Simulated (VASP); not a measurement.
A run of VASP 6.6.1 is set up as follows.

File INCAR:

```
  ALGO = Normal
  EDIFF = 1E-6
  ENCUT = 520
  GGA = PE
  ISIF = 2
  ISMEAR = 0
  LASPH = True
  LCHARG = False
  LREAL = False
  LWAVE = False
  NBANDS = 26
  NELM = 100
  PREC = Accurate
  SIGMA = 0.1
```

Contents of KPOINTS:

```
k-points
0
Gamma
  6 6 2
```

The input POSCAR:

```
Al2GaP3
1.0
    3.8946600385      0.0000000000      0.0000000000
   -1.9473300193      3.3728745325      0.0000000000
    0.0000000000      0.0000000000      9.5259364369
Al Ga P
2 1 3
Direct
    0.0000000000      0.0000000000      0.0002284795
    0.3333333333      0.6666666667      0.6668776540
    0.6666666667      0.3333333333      0.3332742774
    0.0000000000      0.0000000000      0.7497901538
    0.3333333333      0.6666666667      0.4171306541
    0.6666666667      0.3333333333      0.0826987812
```

Potentials or basis: VASP PAW PBE potentials, release 64 (Al, Ga_d, P).

Command:

```sh
$ cat potpaw_PBE.64/Al/POTCAR potpaw_PBE.64/Ga_d/POTCAR potpaw_PBE.64/P/POTCAR > POTCAR
$ mpirun -np 1 vasp_std > vasp.out
```

**Question.** What does it give for the largest force?

**Answer.** 0.009 eV/Å.

**Question.** What does it give for the band gap on the k mesh?

**Answer.** 1.61 eV, indirect (least direct gap 1.99 eV).

**Question.** What does it give for the pressure?

**Answer.** 0.0 GPa.

Forces on the atoms (eV/Å):
```
Al   0.000  0.000 -0.001
Al   0.000  0.000  0.000
Ga   0.000  0.000 -0.003
P    0.000  0.000  0.002
P    0.000  0.000  0.009
P    0.000  0.000 -0.007
```

A k mesh can miss the band edges. PBE gaps usually lie below the measured ones, often by a third to a half.
